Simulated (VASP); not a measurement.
# RbBr in VASP: a series of runs

The runs below take RbBr through single point, with PBE.

Everything below comes from runs of VASP 6.6.1. Logs are shortened: lines on timing, memory, paths and dates and some standing lists are left out, and cuts for length are marked.

### Step 1. The cell of the first run

The cell holds a wire with vacuum, 2 atoms: a = 9.000 Å, b = 9.300 Å, c = 6.316 Å, α = 90.00°, β = 90.00°, γ = 90.00°.

### Step 2. Single point, PBE, collinear spin, ferromagnetic start

Input file INCAR:

```
ALGO     = Normal         # electronic algorithm
EDIFF    = 1E-7           # SCF threshold, eV
ENCUT    = 520            # plane-wave cutoff, eV
GGA      = PE             # functional
ISIF     = 2              # what is computed and relaxed
ISMEAR   = 0              # smearing method
ISPIN    = 2              # spin polarisation
LASPH    = T              # aspherical terms in the spheres
LCHARG   = F              # write CHGCAR
LORBIT   = 11             # projections on sites
LREAL    = F              # projectors in reciprocal space
LWAVE    = F              # write WAVECAR
MAGMOM   = 0.5 0.5        # initial moments
NBANDS   = 19             # bands
NELM     = 150            # most SCF steps
PREC     = Accurate       # precision mode
SIGMA    = 0.05           # smearing width, eV
```

Input file KPOINTS:

```
k-points
0
Gamma
  1 1 10
```

Input file POSCAR:

```
RbBr
1.0
    9.0000000000      0.0000000000      0.0000000000
    0.0000000000      9.3000000000      0.0000000000
    0.0000000000      0.0000000000      6.3156225742
Rb Br
1 1
Direct
    0.5000000000      0.5000000000      0.0000000000
    0.5000000000      0.5000000000      0.5000000000
```

Potentials or basis: VASP PAW PBE potentials, release 64 (Rb_sv, Br).

On the command line:

```bash
$ cat potpaw_PBE.64/Rb_sv/POTCAR potpaw_PBE.64/Br/POTCAR > POTCAR
$ mpirun -np 1 vasp_std > vasp.out
```

OUTCAR:

```text
EDIFF = 1E-7
   ENCUT = 520
   GGA = PE
   ISIF = 2
   ISMEAR = 0
   ISPIN = 2
   LASPH = T
   LORBIT = 11
   LREAL = F
   NELM = 150
   PREC = Accurate

 ion  position               nearest neighbor table
   1  0.500  0.500  0.000-   2 3.16   2 3.16
   2  0.500  0.500  0.500-   1 3.16   1 3.16

  LATTYP: Found a simple orthorhombic cell.
 ALAT       =     6.3156225742
 B/A-ratio  =     1.4250376577
 C/A-ratio  =     1.4725389129

  Lattice vectors:

 A1 = (   0.0000000000,   0.0000000000,   6.3156225742)
 A2 = (   9.0000000000,   0.0000000000,   0.0000000000)
 A3 = (   0.0000000000,   9.3000000000,   0.0000000000)

Analysis of symmetry for initial positions (statically):
=====================================================================
 Subroutine PRICEL returns:
 Original cell was already a primitive cell.

 Routine SETGRP: Setting up the symmetry group for a
 simple orthorhombic supercell.

 Subroutine GETGRP returns: Found  8 space group operations
 (whereof  8 operations were pure point group operations)
 out of a pool of  8 trial point group operations.

The static configuration has the point symmetry D_2h.

Analysis of symmetry for dynamics (positions and initial velocities):
=====================================================================
 Subroutine PRICEL returns:
 Original cell was already a primitive cell.

 Routine SETGRP: Setting up the symmetry group for a
 simple orthorhombic supercell.

 Subroutine GETGRP returns: Found  8 space group operations
 (whereof  8 operations were pure point group operations)
 out of a pool of  8 trial point group operations.

The dynamic configuration has the point symmetry D_2h.

Analysis of structural, dynamic, and magnetic symmetry:
=====================================================================
 Subroutine PRICEL returns:
 Original cell was already a primitive cell.

 Routine SETGRP: Setting up the symmetry group for a
 simple orthorhombic supercell.

 Subroutine GETGRP returns: Found  8 space group operations
 (whereof  8 operations were pure point group operations)
 out of a pool of  8 trial point group operations.

The overall configuration has the point symmetry D_2h.

 Subroutine INISYM returns: Found  8 space group operations
 (whereof  8 operations are pure point group operations),
[... 97 lines left out ...]
     AMIX_MAG =   1.60;   BMIX_MAG =  1.00
  volume/ion in A,a.u.               =     264.31      1783.64
  Fermi-wavevector in a.u.,A,eV,Ry     =   0.510193  0.964124  3.541551  0.260297
  Thomas-Fermi vector in A             =   1.523074
   LORBIT       =     11    0 simple, 1 ext, 2 COOP (PROOUT), +10 PAW based schemes
   GGA     = PE    functional components
   LHFCALC =     F    Hartree Fock is set to
   AEXX    =    0.0000 exact exchange contribution
   IVDW    =     0    specifies the selected vdW correction
   LEPSILON=     F    determine dielectric tensor
   LRPA    =     F    only Hartree local field effects (RPA)
 spin polarized calculation
 Gauss-broadening in eV      SIGMA  =   0.05
  energy-cutoff  :      520.00
  volume of cell :      528.62
 maximum number of plane-waves:     14261
 NGX is ok and might be reduce to    70
   NGX = 33   NGY = 35   NGZ = 23

 number of electron      16.0000000 magnetization       0.0000042

 number of electron      16.0000000 magnetization      -0.0000047

 Free energy of the ion-electron system (eV)
  ---------------------------------------------------
  ext. energy  EPLUGINS =         0.00000000
  ---------------------------------------------------
  free energy    TOTEN  =        -5.27368207 eV

  energy without entropy =       -5.27368207  energy(sigma->0) =       -5.27368207

 E-fermi :  -4.4905     XC(G=0):  -1.9476

 val. band max:       -4.7400850781   @ k =   0.0000   0.0000   0.0000
 cond. band min:      -0.8125225223   @ k =   0.0000   0.0000   0.0000
 fundamental gap:      3.9275625558
 Fermi energy:        -4.4905327435

 spin component 1

 k-point     1 :       0.0000    0.0000    0.0000
  band No.  band energies     occupation
      1     -30.5424      1.00000
      2     -16.6371      1.00000
      3     -14.7162      1.00000
      4     -14.7161      1.00000
      5     -14.5676      1.00000
      6      -4.7503      1.00000
[... 108 lines left out ...]
      5     -14.2626      1.00000
      6      -5.4468      1.00000
[... 11 lines left out ...]
     18       2.4457      0.00000
     19       3.1108      0.00000
 Fermi energy:        -4.4905327435

 spin component 2

 k-point     1 :       0.0000    0.0000    0.0000
  band No.  band energies     occupation
      1     -30.5424      1.00000
      2     -16.6371      1.00000
      3     -14.7162      1.00000
      4     -14.7161      1.00000
      5     -14.5676      1.00000
      6      -4.7503      1.00000
[... 109 lines left out ...]
      6      -5.4468      1.00000
[... 11 lines left out ...]
     18       2.4488      0.00000
     19       3.1160      0.00000

------------------------ aborting loop because EDIFF is reached ----------------------------------------

  FORCE on cell =-STRESS in cart. coord.  units (eV):
  Direction    XX          YY          ZZ          XY          YZ          ZX
  --------------------------------------------------------------------------------------
  -------------------------------------------------------------------------------------
  Total        0.0383946      0.0274475      0.2971095      0.0000000      0.0000000      0.0000000
  in kB        0.1163695      0.0831900      0.9005037      0.0000000      0.0000000      0.0000000
  external PRESSURE =       0.3666877 kB  Pullay stress =       0.0000000 kB

 VOLUME and BASIS-vectors are now :
 -----------------------------------------------------------------------------
  energy-cutoff  :      520.00
  volume of cell :      528.62
      direct lattice vectors                 reciprocal lattice vectors
     9.000000000  0.000000000  0.000000000     0.111111111  0.000000000  0.000000000
     0.000000000  9.300000000  0.000000000     0.000000000  0.107526882  0.000000000
     0.000000000  0.000000000  6.315622574     0.000000000  0.000000000  0.158337518

 POSITION                                       TOTAL-FORCE (eV/Angst)
 -----------------------------------------------------------------------------------
      4.50000      4.65000      0.00000         0.000000      0.000000      0.000000
      4.50000      4.65000      3.15781         0.000000      0.000000      0.000000
 -----------------------------------------------------------------------------------
    total drift:                                0.000000      0.000000      0.000000

  FREE ENERGIE OF THE ION-ELECTRON SYSTEM (eV)
  ---------------------------------------------------
  free  energy   TOTEN  =        -5.2736820726 eV

  energy  without entropy=       -5.2736820726  energy(sigma->0) =       -5.27368207

 total charge

# of ion       s       p       d       tot
------------------------------------------
    1        1.939   5.349   0.022   7.310
    2        1.600   3.283   0.001   4.885
--------------------------------------------------
tot          3.539   8.633   0.023  12.194

 magnetization (x)

# of ion       s       p       d       tot
------------------------------------------
    1       -0.000   0.000   0.000   0.000
    2       -0.000  -0.000  -0.000  -0.000
--------------------------------------------------
tot         -0.000   0.000   0.000  -0.000
```

OSZICAR:

```text
N       E                     dE             d eps       ncg     rms          rms(c)
DAV:   1     0.107983103151E+03    0.10798E+03   -0.45773E+03   512   0.506E+02
[... 19 lines left out ...]
DAV:  21    -0.527367788120E+01   -0.20921E-04   -0.13546E-06   541   0.308E-03    0.446E-04
DAV:  22    -0.527367853381E+01   -0.65262E-06   -0.35324E-07   568   0.173E-03    0.194E-04
DAV:  23    -0.527368064020E+01   -0.21064E-05   -0.17573E-07   468   0.145E-03    0.128E-04
DAV:  24    -0.527368172615E+01   -0.10859E-05   -0.70853E-08   472   0.906E-04    0.875E-05
DAV:  25    -0.527368184343E+01   -0.11729E-06   -0.29503E-08   402   0.714E-04    0.617E-05
DAV:  26    -0.527368200669E+01   -0.16325E-06   -0.16434E-08   393   0.525E-04    0.419E-05
DAV:  27    -0.527368207262E+01   -0.65936E-07   -0.46589E-09   421   0.218E-04
   1 F= -.52736821E+01 E0= -.52736821E+01  d E =-.623630E-13  mag=    -0.0000
```

Run time: 3.8 min. Hardware: 1 thread of Intel Xeon 6975P-C, shared host; peak memory 0.74 GiB.

What came out:

| Quantity | Value |
| --- | --- |
| Free energy | -5.2737 eV |
| Band gap on the k mesh | 3.93 eV, direct |
| Net moment | 0.00 μB per cell |
| Valence electrons inside the program's atomic spheres | Rb 7.31; Br 4.88 |

Levels at points of the mesh, in eV from the valence-band top:
Spin up:
```csv
k point,band 4,band 5,band 6,band 7,band 8,band 9,band 10,band 11,band 12,band 13
"(0.00, 0.00, 0.00)",-9.98,-9.83,-0.01,-0.01,0.00,3.93,5.75,6.01,6.12,6.25
"(0.00, 0.00, 0.50)",-9.97,-9.52,-0.71,-0.07,-0.07,4.64,5.40,6.27,6.35,6.36
```
Spin down:
```tsv
k point	band 4	band 5	band 6	band 7	band 8	band 9	band 10	band 11	band 12	band 13
(0.00, 0.00, 0.00)	-9.98	-9.83	-0.01	-0.01	0.00	3.93	5.75	6.01	6.12	6.26
(0.00, 0.00, 0.50)	-9.97	-9.52	-0.71	-0.07	-0.07	4.64	5.40	6.27	6.35	6.36
```

### Step 3. Single point, PBE, collinear spin, ferromagnetic start

This run uses another cell than the first one, of 265.72 Å³/atom, 1.005 times its volume.

Input file INCAR:

```
SYSTEM = RbBr
PREC = Accurate
ENCUT = 520
EDIFF = 1E-6
ISMEAR = 0
SIGMA = 0.05
LREAL = .FALSE.
LASPH = .TRUE.
NELM = 150
ALGO = Normal
ISIF = 2
LWAVE = .FALSE.
LCHARG = .FALSE.
ISPIN = 2
MAGMOM = 0.5 0.5
LORBIT = 11
GGA = PE
NBANDS = 19
```

Input file KPOINTS:

```
regular mesh
0
G
  1 1 10
  0 0 0
```

POSCAR, as its differences from that of step 2:

```diff
@@ -4,3 +4,3 @@
     0.0000000000      9.3000000000      0.0000000000
-    0.0000000000      0.0000000000      6.3156225742
+    0.0000000000      0.0000000000      6.3493527734
 Rb Br
```

Potentials or basis: VASP PAW PBE potentials, release 64 (Rb_sv, Br).

On the command line:

```bash
$ cat potpaw_PBE.64/Rb_sv/POTCAR potpaw_PBE.64/Br/POTCAR > POTCAR
$ mpirun -np 1 vasp_std > vasp.out
```

It took 3.8 min on 1 thread of Intel Xeon 6975P-C, shared host; peak memory 0.73 GiB.

Results (log left out):

| Item | Value |
| --- | --- |
| Free energy | -5.2746 eV |
| Band gap on the k mesh | 3.92 eV, direct |
| Net moment | 0.00 μB per cell |
| Valence electrons inside the program's atomic spheres | Rb 7.31; Br 4.88 |

Levels at points of the mesh, in eV from the valence-band top:
Spin up:
| k point | band 6 | band 7 | band 8 | band 9 | band 10 | band 11 |
| --- | --- | --- | --- | --- | --- | --- |
| (0.00, 0.00, 0.00) | -0.01 | 0.00 | 0.00 | 3.92 | 5.75 | 6.00 |
| (0.00, 0.00, 0.50) | -0.69 | -0.05 | -0.05 | 4.63 | 5.39 | 6.25 |
Spin down:
```
           k point  band 4  band 5  band 6  band 7  band 8  band 9  band 10  band 11  band 12  band 13
(0.00, 0.00, 0.00)  -10.01   -9.85   -0.01    0.00    0.00    3.92     5.75     6.00     6.11     6.24
(0.00, 0.00, 0.50)  -10.01   -9.57   -0.69   -0.05   -0.05    4.62     5.38     6.25     6.33     6.34
```

### Step 4. Single point, PBE, collinear spin, ferromagnetic start

This run uses another cell than the first one, of 265.67 Å³/atom, 1.005 times its volume.

Input file INCAR:

```
PREC = Accurate
ENCUT = 520
EDIFF = 1E-6
ISMEAR = 0
SIGMA = 0.05
LREAL = F
LASPH = T
NELM = 150
ALGO = Normal
ISIF = 2
LWAVE = F
LCHARG = F
ISPIN = 2
MAGMOM = 0.5 0.5
LORBIT = 11
GGA = PE
NBANDS = 19
```

Input file KPOINTS:

```
Automatic mesh
0
Gamma
  1 1 10
```

Input file POSCAR:

```
RbBr
1.0
    9.0000000000      0.0000000000      0.0000000000
    0.0000000000      9.3000000000      0.0000000000
    0.0000000000      0.0000000000      6.3482325390
Rb Br
1 1
Direct
    0.5000000000      0.5000000000     -0.0174968318
    0.5000000000      0.5000000000      0.4824968318
```

On the command line:

```bash
$ cat potpaw_PBE.64/Rb_sv/POTCAR potpaw_PBE.64/Br/POTCAR > POTCAR
$ mpirun -np 1 vasp_std > vasp.out
```

Run time: 4.1 min. Hardware: 1 thread of Intel Xeon 6975P-C, shared host; peak memory 0.73 GiB.

The run converged. Its results:

| Quantity | Value |
| --- | --- |
| Free energy | -5.2746 eV |
| Band gap on the k mesh | 3.92 eV, direct |
| Net moment | 0.00 μB per cell |
| Valence electrons inside the program's atomic spheres | Rb 7.31; Br 4.88 |

Levels at points of the mesh, in eV from the valence-band top:
Spin up:
| k point | band 6 | band 7 | band 8 | band 9 | band 10 | band 11 |
| --- | --- | --- | --- | --- | --- | --- |
| (0.00, 0.00, 0.00) | -0.01 | 0.00 | 0.00 | 3.92 | 5.75 | 6.01 |
| (0.00, 0.00, 0.50) | -0.69 | -0.05 | -0.05 | 4.63 | 5.39 | 6.25 |
Spin down:
| k point | band 4 | band 5 | band 6 | band 7 | band 8 | band 9 | band 10 | band 11 | band 12 | band 13 |
| --- | --- | --- | --- | --- | --- | --- | --- | --- | --- | --- |
| (0.00, 0.00, 0.00) | -10.01 | -9.85 | -0.01 | 0.00 | 0.00 | 3.92 | 5.75 | 6.00 | 6.11 | 6.24 |
| (0.00, 0.00, 0.50) | -10.01 | -9.56 | -0.69 | -0.05 | -0.05 | 4.63 | 5.38 | 6.25 | 6.33 | 6.34 |

### Step 5. The runs side by side

```csv
cell,gap on the mesh (eV),moment (μB)
"a = 9.000, b = 9.300, c = 6.316 Å, 2 atoms",3.93,0.00
"a = 9.000, b = 9.300, c = 6.349 Å, 2 atoms",3.92,0.00
"a = 9.000, b = 9.300, c = 6.348 Å, 2 atoms",3.92,0.00
```

Alike in all rows: task single point; level PBE; potentials or basis VASP PAW PBE potentials, release 64 (Rb_sv, Br); spin collinear, ferromagnetic start; k mesh 1 × 1 × 10; cutoff (eV) 520; smearing gaussian 0.05 eV.

Total energies depend on the potentials used, so only differences within one code and one set of settings carry meaning.
